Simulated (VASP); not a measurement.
Set up this calculation in VASP 6.6.1, as the native input.

```yaml
Task: single point
Functional: LDA
Potentials_or_basis: VASP PAW LDA potentials, release 64 (Rh_pv)
Cutoff: 520 eV
k_mesh: 20 × 20 × 20
Occupations: gaussian, width 0.15 eV
Spin: no spin polarisation
Dipole_correction: no
Further_INCAR_settings: ALGO = Normal; EDIFF = 1e-06; NBANDS = 14
```

The structure of Rh lies in POSCAR:

```
Rh
1.0
    0.0000000000      1.9271521032      1.8770352617
    1.9271521032      0.0000000000      1.8770352617
    1.9271521032      1.9271521032      0.0000000000
Rh
1
Direct
    0.0000000000      0.0000000000      0.0000000000
```

The input as run:

INCAR

```
SYSTEM = Rh
  PREC = Accurate
  ENCUT = 520
  EDIFF = 1E-6
  ISMEAR = 0
  SIGMA = 0.15
  LREAL = .FALSE.
  LASPH = .TRUE.
  NELM = 60
  ALGO = Normal
  ISIF = 2
  LWAVE = .FALSE.
  LCHARG = .FALSE.
  GGA = CA
  NBANDS = 14
```

KPOINTS

```
Automatic mesh
0
G
  20 20 20
  0 0 0
```

Potentials or basis: VASP PAW LDA potentials, release 64 (Rh_pv).

The run is started by

```sh
$ cat potpaw_LDA.64/Rh_pv/POTCAR > POTCAR
$ mpirun -np 1 vasp_std > vasp.out
```

It gave:

```yaml
Pressure: -13.8 GPa
Band_gap_on_the_k_mesh: zero (an odd number of electrons rules out a gap without spin polarisation)
```

Caveat: the cell stands under tension.

Wall time 62 s on 1 thread of Intel(R) Xeon(R) Platinum 8259CL CPU @ 2.50GHz (Skylake/Cascade Lake) (shared host), peak memory 0.21 GiB.
